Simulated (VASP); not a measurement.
# Ta3Ag (P4/mmm) in VASP: single point with PBE

Aim: the single point of Ta3Ag with PBE.

Everything below comes from runs of VASP 6.6.1. Logs are shortened: lines on timing, memory, paths and dates and some standing lists are left out, and cuts for length are marked.

## (1) The cell of the first run

It takes space group P4/mmm (No. 123, tetragonal). Conventional cell: a = 4.419 Å, b = 4.419 Å, c = 3.669 Å, α = 90.00°, β = 90.00°, γ = 90.00°. Within 3.8 Å of Ta (site symmetry mmm) lie 10 Ta at 2.87 to 3.67 Å and 4 Ag at 2.87 Å. Ta (site symmetry 4/mmm) has 10 Ta at 2.87 to 3.67 Å and 4 Ag at 3.12 Å within 3.8 Å. Ag (site symmetry 4/mmm) has 12 Ta at 2.87 to 3.12 Å and 2 Ag at 3.67 Å within 3.8 Å.

## (2) Single point, PBE

INCAR

```
  PREC = Accurate
  ENCUT = 520
  EDIFF = 1E-7
  ISMEAR = 0
  SIGMA = 0.1
  LREAL = False
  LASPH = True
  NELM = 60
  ALGO = Fast
  ISIF = 2
  LWAVE = False
  LCHARG = False
  GGA = PE
  NBANDS = 30
```

KPOINTS

```
Automatic mesh
0
Gamma
  10 10 12
```

POSCAR

```
Ta3Ag
1.0
    4.4193565524      0.0000000000      0.0000000000
    0.0000000000      4.4193565524      0.0000000000
    0.0000000000      0.0000000000      3.6694798204
Ta Ag
3 1
Direct
    0.0000000000      0.5000000000      0.5000000000
    0.5000000000      0.0000000000      0.5000000000
    0.5000000000      0.5000000000      0.0000000000
    0.0000000000      0.0000000000      0.0000000000
```

Potentials or basis: VASP PAW PBE potentials, release 64 (Ta_pv, Ag).

Run with:

```console
$ cat potpaw_PBE.64/Ta_pv/POTCAR potpaw_PBE.64/Ag/POTCAR > POTCAR
$ mpirun -np 1 vasp_std > vasp.out
```

OUTCAR:

```text
PREC = Accurate
   ENCUT = 520
   EDIFF = 1E-7
   ISMEAR = 0
   LREAL = False
   LASPH = True
   NELM = 60
   ISIF = 2
   GGA = PE

 ion  position               nearest neighbor table
   1  0.000  0.500  0.500-   3 2.87   4 2.87   3 2.87   4 2.87   4 2.87   4 2.87   3 2.87   3 2.87
                             2 3.12   2 3.12   2 3.12   2 3.12
   2  0.500  0.000  0.500-   3 2.87   4 2.87   3 2.87   4 2.87   3 2.87   3 2.87   4 2.87   4 2.87
                             1 3.12   1 3.12   1 3.12   1 3.12
   3  0.500  0.500  0.000-   1 2.87   2 2.87   1 2.87   2 2.87   2 2.87   2 2.87   1 2.87   1 2.87
                             4 3.12   4 3.12   4 3.12   4 3.12
   4  0.000  0.000  0.000-   1 2.87   2 2.87   1 2.87   2 2.87   1 2.87   1 2.87   2 2.87   2 2.87
                             3 3.12   3 3.12   3 3.12   3 3.12

  LATTYP: Found a simple tetragonal cell.
 ALAT       =     4.4193565524
 C/A-ratio  =     0.8303199294

  Lattice vectors:

 A1 = (   4.4193565524,   0.0000000000,   0.0000000000)
 A2 = (   0.0000000000,   4.4193565524,   0.0000000000)
 A3 = (   0.0000000000,   0.0000000000,   3.6694798204)

Analysis of symmetry for initial positions (statically):
=====================================================================
 Subroutine PRICEL returns:
 Original cell was already a primitive cell.

 Routine SETGRP: Setting up the symmetry group for a
 simple tetragonal supercell.

 Subroutine GETGRP returns: Found 16 space group operations
 (whereof 16 operations were pure point group operations)
 out of a pool of 16 trial point group operations.

The static configuration has the point symmetry D_4h.

Analysis of symmetry for dynamics (positions and initial velocities):
=====================================================================
 Subroutine PRICEL returns:
 Original cell was already a primitive cell.

 Routine SETGRP: Setting up the symmetry group for a
 simple tetragonal supercell.

 Subroutine GETGRP returns: Found 16 space group operations
 (whereof 16 operations were pure point group operations)
 out of a pool of 16 trial point group operations.

The dynamic configuration has the point symmetry D_4h.

 Subroutine INISYM returns: Found 16 space group operations
 (whereof 16 operations are pure point group operations),
 and found     1 'primitive' translations

----------------------------------------------------------------------------------------

                                     Primitive cell

  volume of cell :      71.6676

  direct lattice vectors                    reciprocal lattice vectors
     4.419356552  0.000000000  0.000000000     0.226277285  0.000000000  0.000000000
     0.000000000  4.419356552  0.000000000     0.000000000  0.226277285  0.000000000
     0.000000000  0.000000000  3.669479820     0.000000000  0.000000000  0.272518190

  length of vectors
     4.419356552  4.419356552  3.669479820     0.226277285  0.226277285  0.272518190

  position of ions in fractional coordinates (direct lattice)
     0.000000000  0.500000000  0.500000000
     0.500000000  0.000000000  0.500000000
     0.500000000  0.500000000  0.000000000
     0.000000000  0.000000000  0.000000000

  ion indices of the primitive-cell ions
   primitive index   ion index
                 1           1
                 2           2
                 3           3
                 4           4

----------------------------------------------------------------------------------------

 KPOINTS: Automatic mesh

Automatic generation of k-mesh.
 Grid dimensions read from file:
 generate k-points for:   10   10   12

 Generating k-lattice:

  Cartesian coordinates                     Fractional coordinates (reciprocal lattice)
     0.022627728  0.000000000  0.000000000     0.100000000  0.000000000  0.000000000
     0.000000000  0.022627728  0.000000000     0.000000000  0.100000000  0.000000000
     0.000000000  0.000000000  0.022709849     0.000000000  0.000000000  0.083333333

  Length of vectors
     0.022627728  0.022627728  0.022709849

  Shift w.r.t. Gamma in fractional coordinates (k-lattice)
     0.000000000  0.000000000  0.000000000

 Subroutine IBZKPT returns following result:
 ===========================================

 Found    147 irreducible k-points:

 Following reciprocal coordinates:
            Coordinates               Weight
  0.000000  0.000000  0.000000      1.000000
  0.100000  0.000000  0.000000      4.000000
  0.200000  0.000000  0.000000      4.000000
  0.300000  0.000000  0.000000      4.000000
  0.400000  0.000000  0.000000      4.000000
  0.500000  0.000000  0.000000      2.000000
[... 16 lines left out ...]
  0.100000  0.000000  0.083333      8.000000
  0.200000  0.000000  0.083333      8.000000
 [... further k-points ...]
   k-points           NKPTS =    147   k-points in BZ     NKDIM =    147   number of bands    NBANDS=     30
   number of dos      NEDOS =    301   number of ions     NIONS =      4
   total plane-waves  NPLWV =  36288
   dimension x,y,z NGX =    36 NGY =   36 NGZ =   28
   dimension x,y,z NGXF=    72 NGYF=   72 NGZF=   56
   ions per type =               3   1
   NGX,Y,Z   is equivalent  to a cutoff of  13.54, 13.54, 12.69 a.u.
   NGXF,Y,Z  is equivalent  to a cutoff of  27.08, 27.08, 25.37 a.u.
 SYSTEM =  unknown system
   PREC   = accura    normal or accurate (medium, high low for compatibility)
   ISTART =      0    job   : 0-new  1-cont  2-samecut
   ICHARG =      2    charge: 1-file 2-atom 10-const
   ISPIN  =      1    spin polarized calculation?
   LNONCOLLINEAR =      F non collinear calculations
   LSORBIT =      F    spin-orbit coupling
   LASPH  =      T    aspherical Exc in radial PAW
   ENCUT  =  520.0 eV  38.22 Ry    6.18 a.u.   8.22  8.22  6.82*2*pi/ulx,y,z
   NELM   =     60;   NELMIN=  2; NELMDL= -5     # of ELM steps
   EDIFF  = 0.1E-06   stopping-criterion for ELM
   LREAL  =      F    real-space projection
   EDIFFG = 0.1E-05   stopping-criterion for IOM
   NSW    =      0    number of steps for IOM
   IBRION =     -1    ionic relax: 0-MD 1-quasi-New 2-CG
   NFREE  =      0    steps in history (QN), initial steepest desc. (CG)
   ISIF   =      2    stress and relaxation
   ISYM   =      2    0-nonsym 1-usesym 2-fastsym
   POTIM  = 0.5000    time-step for ionic-motion
   TEBEG  =    0.0;   TEEND  =   0.0 temperature during run
   PSTRESS=    0.0 pullay stress
   NELECT =      44.0000    total number of electrons
   NUPDOWN=      -1.0000    fix difference up-down
   EMIN   =  10.00;   EMAX   =-10.00  energy-range for DOS
   EFERMI =   0.00;   METHOD = LEGACY
   ISMEAR =     0;   SIGMA  =   0.10  broadening in eV -4-tet -1-fermi 0-gaus
   EFERMI_NEDOS =   21; number of points for ismear=-14 and -15
   IALGO  =     68    algorithm
   IMIX   =      4    mixing-type and parameters
     AMIX     =   0.40;   BMIX     =  1.00
     AMIX_MAG =   1.60;   BMIX_MAG =  1.00
  volume/ion in A,a.u.               =      17.92       120.91
  Fermi-wavevector in a.u.,A,eV,Ry     =   1.391398  2.629362 26.340740  1.935990
  Thomas-Fermi vector in A             =   2.515241
   LORBIT       =      0    0 simple, 1 ext, 2 COOP (PROOUT), +10 PAW based schemes
   GGA     = PE    functional components
   LHFCALC =     F    Hartree Fock is set to
   AEXX    =    0.0000 exact exchange contribution
   IVDW    =     0    specifies the selected vdW correction
   LEPSILON=     F    determine dielectric tensor
   LRPA    =     F    only Hartree local field effects (RPA)
 non-spin polarized calculation
 RMM-DIIS sequential band-by-band and
 Gauss-broadening in eV      SIGMA  =   0.10
  energy-cutoff  :      520.00
  volume of cell :       71.67
 maximum number of plane-waves:      1953
 NGX is ok and might be reduce to    36
   NGX = 17   NGY = 17   NGZ = 13

 number of electron      44.0000015 magnetization

 Free energy of the ion-electron system (eV)
  ---------------------------------------------------
  ext. energy  EPLUGINS =         0.00000000
  ---------------------------------------------------
  free energy    TOTEN  =       -37.14268237 eV

  energy without entropy =      -37.12747092  energy(sigma->0) =      -37.13507664

 E-fermi :   6.4558     XC(G=0): -12.5122

 val. band max:        6.4513574203   @ k =   0.2000   0.2000   0.1667
 cond. band min:       6.4560926219   @ k =   0.5000   0.4000   0.4167
 fundamental gap:      0.0047352016
 Fermi energy:         6.4557860401

 k-point     1 :       0.0000    0.0000    0.0000
  band No.  band energies     occupation
      1     -28.0614      2.00000
      2     -28.0614      2.00000
      3     -27.9437      2.00000
      4     -27.6976      2.00000
      5     -27.6976      2.00000
      6     -27.6814      2.00000
[... 22 lines left out ...]
     29      11.3948      0.00000
     30      11.8696      0.00000

 k-point     2 :       0.1000    0.0000    0.0000
  band No.  band energies     occupation
      1     -28.0535      2.00000
      2     -28.0454      2.00000
      3     -27.9355      2.00000
      4     -27.7059      2.00000
      5     -27.6978      2.00000
      6     -27.6834      2.00000
[... 22 lines left out ...]
     29      11.5349      0.00000
     30      11.7019      0.00000

 k-point     3 :       0.2000    0.0000    0.0000
  band No.  band energies     occupation
      1     -28.0309      2.00000
      2     -28.0003      2.00000
      3     -27.9128      2.00000
      4     -27.7298      2.00000
      5     -27.6976      2.00000
      6     -27.6894      2.00000
[... 22 lines left out ...]
     29      11.2033      0.00000
     30      11.2618      0.00000

 k-point     4 :       0.3000    0.0000    0.0000
  band No.  band energies     occupation
      1     -27.9967      2.00000
      2     -27.9368      2.00000
      3     -27.8809      2.00000
      4     -27.7655      2.00000
      5     -27.6996      2.00000
      6     -27.6946      2.00000
[... 22 lines left out ...]
     29      10.3666      0.00000
     30      11.0579      0.00000

 k-point     5 :       0.4000    0.0000    0.0000
  band No.  band energies     occupation
      1     -27.9580      2.00000
      2     -27.8772      2.00000
      3     -27.8498      2.00000
      4     -27.8054      2.00000
      5     -27.7121      2.00000
      6     -27.6856      2.00000
[... 22 lines left out ...]
     29       9.8601      0.00000
     30      10.9792      0.00000
[... 526 lines left out ...]
     29       9.1622      0.00000
     30       9.3626      0.00000

 k-point    22 :       0.0000    0.0000    0.0833
  band No.  band energies     occupation
      1     -28.0522      2.00000
      2     -28.0522      2.00000
      3     -27.9385      2.00000
      4     -27.6944      2.00000
      5     -27.6944      2.00000
      6     -27.6860      2.00000
[... 22 lines left out ...]
     29      11.3248      0.00000
     30      11.8469      0.00000

 k-point    23 :       0.1000    0.0000    0.0833
  band No.  band energies     occupation
      1     -28.0443      2.00000
      2     -28.0401      2.00000
      3     -27.9286      2.00000
      4     -27.7027      2.00000
      5     -27.6997      2.00000
      6     -27.6826      2.00000
[... 22 lines left out ...]
     29      11.3016      0.00000
     30      11.6338      0.00000

 k-point    24 :       0.2000    0.0000    0.0833
  band No.  band energies     occupation
      1     -28.0215      2.00000
      2     -28.0053      2.00000
      3     -27.9020      2.00000
      4     -27.7266      2.00000
      5     -27.7092      2.00000
      6     -27.6791      2.00000
[... 22 lines left out ...]
     29      10.9890      0.00000
     30      11.5477      0.00000

 [... further k-points ...]

------------------------ aborting loop because EDIFF is reached ----------------------------------------

  FORCE on cell =-STRESS in cart. coord.  units (eV):
  Direction    XX          YY          ZZ          XY          YZ          ZX
  --------------------------------------------------------------------------------------
  -------------------------------------------------------------------------------------
  Total       -0.0070279     -0.0070279     -0.0075671      0.0000000      0.0000000      0.0000000
  in kB       -0.1571131     -0.1571131     -0.1691683      0.0000000      0.0000000      0.0000000
  external PRESSURE =      -0.1611315 kB  Pullay stress =       0.0000000 kB

 VOLUME and BASIS-vectors are now :
 -----------------------------------------------------------------------------
  energy-cutoff  :      520.00
  volume of cell :       71.67
      direct lattice vectors                 reciprocal lattice vectors
     4.419356552  0.000000000  0.000000000     0.226277285  0.000000000  0.000000000
     0.000000000  4.419356552  0.000000000     0.000000000  0.226277285  0.000000000
     0.000000000  0.000000000  3.669479820     0.000000000  0.000000000  0.272518190

 POSITION                                       TOTAL-FORCE (eV/Angst)
 -----------------------------------------------------------------------------------
      0.00000      2.20968      1.83474         0.000000      0.000000      0.000000
      2.20968      0.00000      1.83474         0.000000      0.000000      0.000000
      2.20968      2.20968      0.00000         0.000000      0.000000      0.000000
      0.00000      0.00000      0.00000         0.000000      0.000000      0.000000
 -----------------------------------------------------------------------------------
    total drift:                                0.000000      0.000000      0.000000

  FREE ENERGIE OF THE ION-ELECTRON SYSTEM (eV)
  ---------------------------------------------------
  free  energy   TOTEN  =       -37.1426823681 eV

  energy  without entropy=      -37.1274709156  energy(sigma->0) =      -37.13507664
```

It took 5.6 min on 1 thread of AMD EPYC 7R43 (Zen 3), shared host; peak memory 0.35 GiB.

Results:

```
Free energy            : -37.1427 eV
Pressure               : 0.0 GPa
Band gap on the k mesh : zero (bands 22 and 23 overlap by 1.77 eV)
```

Levels at points of the mesh, in eV from the Fermi level:
| k point | band 19 | band 20 | band 21 | band 22 | band 23 | band 24 | band 25 | band 26 |
| --- | --- | --- | --- | --- | --- | --- | --- | --- |
| (0.00, 0.00, 0.00) | -1.50 | -1.49 | -0.68 | 1.46 | 1.46 | 3.09 | 3.09 | 3.50 |
| (0.50, 0.00, 0.00) | -1.64 | -0.44 | 0.04 | 0.25 | 0.37 | 0.88 | 1.11 | 1.92 |
| (0.50, 0.50, 0.00) | -1.07 | -1.07 | -0.67 | -0.13 | 1.23 | 1.23 | 1.32 | 1.32 |
| (0.00, 0.00, 0.50) | -1.76 | -1.60 | 0.14 | 0.14 | 0.40 | 1.57 | 1.57 | 1.99 |
| (0.50, 0.00, 0.50) | -1.77 | -1.48 | -1.27 | -0.94 | 0.54 | 0.80 | 2.14 | 2.74 |
| (0.50, 0.50, 0.50) | -0.98 | 0.06 | 0.38 | 0.38 | 0.98 | 0.98 | 1.12 | 3.00 |

Caveat: spin-orbit coupling is left out, which moves the levels of the heavy elements.
